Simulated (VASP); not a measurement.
# KV2H6 (Fm-3m) in VASP: single point with PBE

Aim: the single point of KV2H6 with PBE.

Everything below comes from runs of VASP 6.6.1. Logs are shortened: lines on timing, memory, paths and dates and some standing lists are left out, and cuts for length are marked.

### 1 The cell of the first run

The structure is cubic, space group Fm-3m (No. 225). Conventional cell: a = 6.810 Å, b = 6.810 Å, c = 6.810 Å, α = 90.00°, β = 90.00°, γ = 90.00°. K (site symmetry m-3m) has 6 H at 2.18 Å within 2.9 Å. V (site symmetry -43m) has 12 H at 2.45 Å and 4 K at 2.95 Å within 3.2 Å. H (site symmetry 4mm) has 4 H at 1.73 Å and 1 K at 2.18 Å within 2.3 Å.

### 2 Single point, PBE, collinear spin, ferromagnetic start

Contents of INCAR:

```
SYSTEM = KV2H6
PREC = Accurate
ENCUT = 520
EDIFF = 1E-7
ISMEAR = 0
SIGMA = 0.1
LREAL = .False.
LASPH = .True.
NELM = 150
ALGO = Normal
ISIF = 2
LWAVE = .False.
LCHARG = .False.
ISPIN = 2
MAGMOM = 0 2.51 2.51 0 0 0 0 0 0
LORBIT = 11
LMAXMIX = 4
GGA = PE
NBANDS = 34
```

Contents of KPOINTS:

```
regular mesh
0
Gamma
  10 10 10
  0 0 0
```

Contents of POSCAR:

```
KV2H6
1.0
    0.0000000000      3.4049312370      3.4049312370
    3.4049312370      0.0000000000      3.4049312370
    3.4049312370      3.4049312370      0.0000000000
K V H
1 2 6
Direct
    0.0000000000      0.0000000000      0.0000000000
    0.7500000000      0.7500000000      0.7500000000
    0.2500000000      0.2500000000      0.2500000000
    0.6800023043      0.6800023043      0.3199976957
    0.3199976957      0.6800023043      0.3199976957
    0.6800023043      0.3199976957      0.3199976957
    0.3199976957      0.3199976957      0.6800023043
    0.6800023043      0.3199976957      0.6800023043
    0.3199976957      0.6800023043      0.6800023043
```

Potentials or basis: VASP PAW PBE potentials, release 64 (K_sv, V_sv, H).

The run is started by

```bash
> cat potpaw_PBE.64/K_sv/POTCAR potpaw_PBE.64/V_sv/POTCAR potpaw_PBE.64/H/POTCAR > POTCAR
> mpirun -np 1 vasp_std > vasp.out
```

OUTCAR:

```text
SYSTEM = KV2H6
   PREC = Accurate
   ENCUT = 520
   EDIFF = 1E-7
   ISMEAR = 0
   LREAL = .False.
   LASPH = .True.
   NELM = 150
   ISIF = 2
   ISPIN = 2
   LORBIT = 11
   GGA = PE

 ion  position               nearest neighbor table
   1  0.000  0.000  0.000-   4 2.18   5 2.18   6 2.18   7 2.18   8 2.18   9 2.18   2 2.95   3 2.95
                             2 2.95   2 2.95   2 2.95   3 2.95   3 2.95   3 2.95
   2  0.750  0.750  0.750-   1 2.95   1 2.95   1 2.95   1 2.95
   3  0.250  0.250  0.250-   1 2.95   1 2.95   1 2.95   1 2.95
   4  0.680  0.680  0.320-   1 2.18
   5  0.320  0.680  0.320-   1 2.18
   6  0.680  0.320  0.320-   1 2.18
   7  0.320  0.320  0.680-   1 2.18
   8  0.680  0.320  0.680-   1 2.18
   9  0.320  0.680  0.680-   1 2.18

  LATTYP: Found a face centered cubic cell.
 ALAT       =     6.8098624740

  Lattice vectors:

 A1 = (   0.0000000000,   3.4049312370,   3.4049312370)
 A2 = (   3.4049312370,   0.0000000000,   3.4049312370)
 A3 = (   3.4049312370,   3.4049312370,   0.0000000000)

Analysis of symmetry for initial positions (statically):
=====================================================================
 Subroutine PRICEL returns:
 Original cell was already a primitive cell.

 Routine SETGRP: Setting up the symmetry group for a
 face centered cubic supercell.

 Subroutine GETGRP returns: Found 48 space group operations
 (whereof 48 operations were pure point group operations)
 out of a pool of 48 trial point group operations.

The static configuration has the point symmetry O_h .

Analysis of symmetry for dynamics (positions and initial velocities):
=====================================================================
 Subroutine PRICEL returns:
 Original cell was already a primitive cell.

 Routine SETGRP: Setting up the symmetry group for a
 face centered cubic supercell.

 Subroutine GETGRP returns: Found 48 space group operations
 (whereof 48 operations were pure point group operations)
 out of a pool of 48 trial point group operations.

The dynamic configuration has the point symmetry O_h .

Analysis of structural, dynamic, and magnetic symmetry:
=====================================================================
 Subroutine PRICEL returns:
 Original cell was already a primitive cell.

 Routine SETGRP: Setting up the symmetry group for a
 face centered cubic supercell.

 Subroutine GETGRP returns: Found 48 space group operations
 (whereof 48 operations were pure point group operations)
 out of a pool of 48 trial point group operations.

The overall configuration has the point symmetry O_h .

 Subroutine INISYM returns: Found 48 space group operations
 (whereof 48 operations are pure point group operations),
 and found     1 'primitive' translations

----------------------------------------------------------------------------------------

                                     Primitive cell

  volume of cell :      78.9505

  direct lattice vectors                    reciprocal lattice vectors
     0.000000000  3.404931237  3.404931237    -0.146845844  0.146845844  0.146845844
     3.404931237  0.000000000  3.404931237     0.146845844 -0.146845844  0.146845844
     3.404931237  3.404931237  0.000000000     0.146845844  0.146845844 -0.146845844

  length of vectors
     4.815299934  4.815299934  4.815299934     0.254344462  0.254344462  0.254344462

  position of ions in fractional coordinates (direct lattice)
     0.000000000  0.000000000  0.000000000
     0.750000000  0.750000000  0.750000000
     0.250000000  0.250000000  0.250000000
     0.680002304  0.680002304  0.319997696
     0.319997696  0.680002304  0.319997696
     0.680002304  0.319997696  0.319997696
     0.319997696  0.319997696  0.680002304
     0.680002304  0.319997696  0.680002304
     0.319997696  0.680002304  0.680002304

  ion indices of the primitive-cell ions
   primitive index   ion index
                 1           1
                 2           2
                 3           3
                 4           4
                 5           5
                 6           6
                 7           7
                 8           8
[... 60 lines left out ...]
   ions per type =               1   2   6
   NGX,Y,Z   is equivalent  to a cutoff of  12.43, 12.43, 12.43 a.u.
   NGXF,Y,Z  is equivalent  to a cutoff of  24.86, 24.86, 24.86 a.u.
 SYSTEM =  KV2H6
   PREC   = accura    normal or accurate (medium, high low for compatibility)
   ISTART =      0    job   : 0-new  1-cont  2-samecut
   ICHARG =      2    charge: 1-file 2-atom 10-const
   ISPIN  =      2    spin polarized calculation?
   LNONCOLLINEAR =      F non collinear calculations
   LSORBIT =      F    spin-orbit coupling
   LASPH  =      T    aspherical Exc in radial PAW
   ENCUT  =  520.0 eV  38.22 Ry    6.18 a.u.   8.95  8.95  8.95*2*pi/ulx,y,z
   NELM   =    150;   NELMIN=  2; NELMDL= -5     # of ELM steps
   EDIFF  = 0.1E-06   stopping-criterion for ELM
   LREAL  =      F    real-space projection
   EDIFFG = 0.1E-05   stopping-criterion for IOM
   NSW    =      0    number of steps for IOM
   IBRION =     -1    ionic relax: 0-MD 1-quasi-New 2-CG
   NFREE  =      0    steps in history (QN), initial steepest desc. (CG)
   ISIF   =      2    stress and relaxation
   ISYM   =      2    0-nonsym 1-usesym 2-fastsym
   POTIM  = 0.5000    time-step for ionic-motion
   TEBEG  =    0.0;   TEEND  =   0.0 temperature during run
   PSTRESS=    0.0 pullay stress
   NELECT =      41.0000    total number of electrons
   NUPDOWN=      -1.0000    fix difference up-down
   EMIN   =  10.00;   EMAX   =-10.00  energy-range for DOS
   EFERMI =   0.00;   METHOD = LEGACY
   ISMEAR =     0;   SIGMA  =   0.10  broadening in eV -4-tet -1-fermi 0-gaus
   EFERMI_NEDOS =   21; number of points for ismear=-14 and -15
   IALGO  =     38    algorithm
   IMIX   =      4    mixing-type and parameters
     AMIX     =   0.40;   BMIX     =  1.00
     AMIX_MAG =   1.60;   BMIX_MAG =  1.00
  volume/ion in A,a.u.               =       8.77        59.20
  Fermi-wavevector in a.u.,A,eV,Ry     =   1.315885  2.486661 23.559196  1.731552
  Thomas-Fermi vector in A             =   2.446036
   LORBIT       =     11    0 simple, 1 ext, 2 COOP (PROOUT), +10 PAW based schemes
   GGA     = PE    functional components
   LHFCALC =     F    Hartree Fock is set to
   AEXX    =    0.0000 exact exchange contribution
   IVDW    =     0    specifies the selected vdW correction
   LEPSILON=     F    determine dielectric tensor
   LRPA    =     F    only Hartree local field effects (RPA)
 spin polarized calculation
 Gauss-broadening in eV      SIGMA  =   0.10
  energy-cutoff  :      520.00
  volume of cell :       78.95
 maximum number of plane-waves:      2154
   NGX = 17   NGY = 17   NGZ = 17

 number of electron      41.0000017 magnetization       5.5996853

 Free energy of the ion-electron system (eV)
  ---------------------------------------------------
  ext. energy  EPLUGINS =         0.00000000
  ---------------------------------------------------
  free energy    TOTEN  =       -29.91944411 eV

  energy without entropy =      -29.88963070  energy(sigma->0) =      -29.90453740

 E-fermi :   4.3185     XC(G=0): -10.5486

 val. band max:        4.3068846192   @ k =  -0.2000   0.1000   0.0000
 cond. band min:       4.3209786491   @ k =   0.0000   0.0000   0.0000
 fundamental gap:      0.0140940299
 Fermi energy:         4.3184717076

 spin component 1

 k-point     1 :       0.0000    0.0000    0.0000
  band No.  band energies     occupation
      1     -60.5566      1.00000
      2     -60.5485      1.00000
      3     -34.4507      1.00000
      4     -34.4507      1.00000
      5     -34.4507      1.00000
      6     -34.4179      1.00000
[... 829 lines left out ...]
     31      10.1361      0.00000
     32      10.2901      0.00000

 [... further k-points ...]

 spin component 2

 k-point     1 :       0.0000    0.0000    0.0000
  band No.  band energies     occupation
      1     -58.1337      1.00000
      2     -58.1251      1.00000
      3     -32.0456      1.00000
      4     -32.0456      1.00000
      5     -32.0456      1.00000
      6     -32.0101      1.00000
[... 829 lines left out ...]
     31      11.0301      0.00000
     32      11.1835      0.00000

 [... further k-points ...]

 [bands above 32 left out]

------------------------ aborting loop because EDIFF is reached ----------------------------------------

  FORCE on cell =-STRESS in cart. coord.  units (eV):
  Direction    XX          YY          ZZ          XY          YZ          ZX
  --------------------------------------------------------------------------------------
  -------------------------------------------------------------------------------------
  Total        0.0885656      0.0885656      0.0885656     -0.0000000      0.0000000      0.0000000
  in kB        1.7972997      1.7972997      1.7972997     -0.0000000      0.0000000      0.0000000
  external PRESSURE =       1.7972997 kB  Pullay stress =       0.0000000 kB

 VOLUME and BASIS-vectors are now :
 -----------------------------------------------------------------------------
  energy-cutoff  :      520.00
  volume of cell :       78.95
      direct lattice vectors                 reciprocal lattice vectors
     0.000000000  3.404931237  3.404931237    -0.146845844  0.146845844  0.146845844
     3.404931237  0.000000000  3.404931237     0.146845844 -0.146845844  0.146845844
     3.404931237  3.404931237  0.000000000     0.146845844  0.146845844 -0.146845844

 POSITION                                       TOTAL-FORCE (eV/Angst)
 -----------------------------------------------------------------------------------
      0.00000      0.00000      0.00000        -0.000000      0.000000     -0.000000
      5.10740      5.10740      5.10740        -0.000000      0.000000     -0.000000
      1.70247      1.70247      1.70247        -0.000000     -0.000000     -0.000000
      3.40493      3.40493      4.63072        -0.000000      0.000000     -0.015084
      3.40493      2.17914      3.40493        -0.000000      0.015084      0.000000
      2.17914      3.40493      3.40493         0.015084      0.000000      0.000000
      3.40493      3.40493      2.17914        -0.000000      0.000000      0.015084
      3.40493      4.63072      3.40493        -0.000000     -0.015084      0.000000
      4.63072      3.40493      3.40493        -0.015084      0.000000      0.000000
 -----------------------------------------------------------------------------------
    total drift:                                0.000000      0.000000      0.000000

  FREE ENERGIE OF THE ION-ELECTRON SYSTEM (eV)
  ---------------------------------------------------
  free  energy   TOTEN  =       -29.9194441057 eV

  energy  without entropy=      -29.8896306998  energy(sigma->0) =      -29.90453740

 total charge

# of ion       s       p       d       tot
------------------------------------------
    1        2.018   5.636   0.176   7.831
    2        2.145   6.063   3.084  11.292
    3        2.145   6.063   3.084  11.292
    4        0.440   0.012   0.000   0.452
    5        0.440   0.012   0.000   0.452
    6        0.440   0.012   0.000   0.452
    7        0.440   0.012   0.000   0.452
    8        0.440   0.012   0.000   0.452
    9        0.440   0.012   0.000   0.452
--------------------------------------------------
tot          8.949  17.833   6.345  33.127

 magnetization (x)

# of ion       s       p       d       tot
------------------------------------------
    1       -0.002   0.027   0.047   0.072
    2        0.040   0.032   2.415   2.487
    3        0.040   0.032   2.415   2.487
    4       -0.047   0.002   0.000  -0.046
    5       -0.047   0.002   0.000  -0.046
    6       -0.047   0.002   0.000  -0.046
    7       -0.047   0.002   0.000  -0.046
    8       -0.047   0.002   0.000  -0.046
    9       -0.047   0.002   0.000  -0.046
--------------------------------------------------
tot         -0.206   0.101   4.878   4.772
```

It took 3.4 min on 1 thread of Intel Xeon Platinum 8124M at 3.00GHz (Skylake/Cascade Lake), shared host; peak memory 0.36 GiB.

Results:

| Item | Value |
| --- | --- |
| Free energy | -29.9194 eV |
| Pressure | 0.2 GPa |
| Largest force | 0.015 eV/Å |
| Net moment | 5.60 μB per cell |
| Site moments | K +0.07; V +2.49; H -0.05 μB |
| Valence electrons inside the program's atomic spheres | K 7.83; V 11.29; H 0.45 |

Forces in eV/Å, atoms in the order of the input:
```
K    0.000  0.000  0.000
V    0.000  0.000  0.000
V    0.000  0.000  0.000
H    0.000  0.000 -0.015
H    0.000  0.015  0.000
H    0.015  0.000  0.000
H    0.000  0.000  0.015
H    0.000 -0.015  0.000
H   -0.015  0.000  0.000
```
